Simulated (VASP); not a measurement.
## PtSe2: relaxation of cell and atoms with PBE+D3(BJ)

PtSe2:

```
CELL_PARAMETERS angstrom
3.77196 0.00000 0.00000
-1.88598 3.26661 0.00000
0.00000 0.00000 4.82060
ATOMIC_POSITIONS crystal
Pt 0.00000 0.00000 0.00000
Se 0.33333 0.66667 0.26579
Se 0.66667 0.33333 0.73421
```

```
Program                : VASP 6.6.1
Task                   : relaxation of cell and atoms
Functional             : PBE
Dispersion             : D3(BJ)
Potentials or basis    : VASP PAW PBE potentials, release 64 (Pt, Se)
Cutoff                 : 600 eV
k mesh                 : 12 × 12 × 10
Occupations            : fermi-dirac, width 0.15 eV
Spin                   : no spin polarisation
Target pressure        : 30 GPa
Dipole correction      : no
Further INCAR settings : ALGO = Normal; EDIFF = 1e-07; IBRION = 2; EDIFFG = -0.001; NSW = 80; ISIF = 3
```

```json
{
  "Relaxed volume": "15.91 Å³/atom",
  "Relaxed cell": "a = 3.630 Å, b = 3.630 Å, c = 4.183 Å, α = 90.00°, β = 90.00°, γ = 120.00°",
  "Space group after relaxing (to 0.1 Å)": "P-3m1 (No. 164)",
  "Energy change on relaxing (the run minimises the enthalpy)": "+277.0 meV/atom",
  "Ionic steps": "32",
  "Pressure after relaxing": "30.0 GPa",
  "Band gap on the k mesh": "zero (bands 11 and 12 overlap by 0.86 eV)",
  "Dispersion energy per atom": "-0.613 eV"
}
```

The path:
```tsv
step	energy change (eV)	largest force (eV/Å)	pressure (GPa)	volume (Å³)
1	0.0000	0.0059	-0.01	59.40
2	14.5759	16.2278	305.69	32.88
3	0.4781	1.7150	23.59	51.99
4	0.6018	1.9608	27.25	51.21
5	0.7019	2.1470	30.06	50.65
6	0.7624	0.9197	31.11	48.49
7	0.9750	0.1271	33.71	47.05
8	0.9232	0.0880	33.10	47.31
9	0.5775	0.4453	21.74	49.33
10	0.8048	0.0840	29.48	47.91
11	0.8114	0.0504	29.64	47.85
12	0.8268	0.0023	29.92	47.75
13	0.8282	0.0063	29.94	47.74
14	0.8288	0.0081	29.95	47.74
15	0.8358	0.0071	30.14	47.70
16	0.8323	0.0077	30.04	47.72
17	0.8319	0.0078	30.04	47.72
18	0.8318	0.0043	30.00	47.72
19	0.8318	0.0001	30.01	47.72
20	0.8318	0.0005	30.01	47.72
21	0.8318	0.0011	30.01	47.72
22	0.8318	0.0008	30.01	47.72
23	0.8309	0.0007	29.99	47.73
24	0.8303	0.0007	29.97	47.73
25	0.8306	0.0007	29.97	47.73
26	0.8307	0.0007	29.99	47.73
27	0.8307	0.0008	29.98	47.73
28	0.8309	0.0003	30.00	47.73
29	0.8315	0.0031	30.02	47.73
30	0.8311	0.0013	30.00	47.73
31	0.8311	0.0012	30.00	47.73
32	0.8310	0.0007	29.99	47.73
```

Final structure:
```
CELL_PARAMETERS angstrom
3.62971 0.00000 0.00000
-1.81486 3.14342 0.00000
0.00000 0.00000 4.18317
ATOMIC_POSITIONS crystal
Pt 0.00000 0.00000 0.00000
Se 0.33333 0.66667 0.29474
Se 0.66667 0.33333 0.70526
```

Levels at points of the mesh, in eV from the Fermi level:
```tsv
k point	band 7	band 8	band 9	band 10	band 11	band 12	band 13	band 14	band 15
(0.00, 0.00, 0.00)	-4.31	-2.67	-1.10	-1.10	0.30	0.30	0.76	3.20	5.44
(0.50, 0.00, 0.00)	-4.87	-3.73	-3.65	-3.36	-3.17	0.64	3.85	6.04	7.02
(0.00, 0.00, 0.50)	-4.52	-3.04	-2.82	-2.82	-1.79	3.23	3.23	5.54	6.38
(0.50, 0.00, 0.50)	-3.79	-3.70	-3.35	-2.49	-1.16	-0.07	2.23	5.47	6.99
```

Run time: 16 min on 1 thread of Intel(R) Xeon(R) 6975P-C (Granite Rapids) (shared host), peak memory 0.34 GiB.

Caveat: the cell is relaxed towards a set pressure, so the run minimises the enthalpy, not the energy; the volume moved by over 15 % at a fixed basis, so the end points are rough; spin-orbit coupling is left out, which moves the levels of the heavy elements.
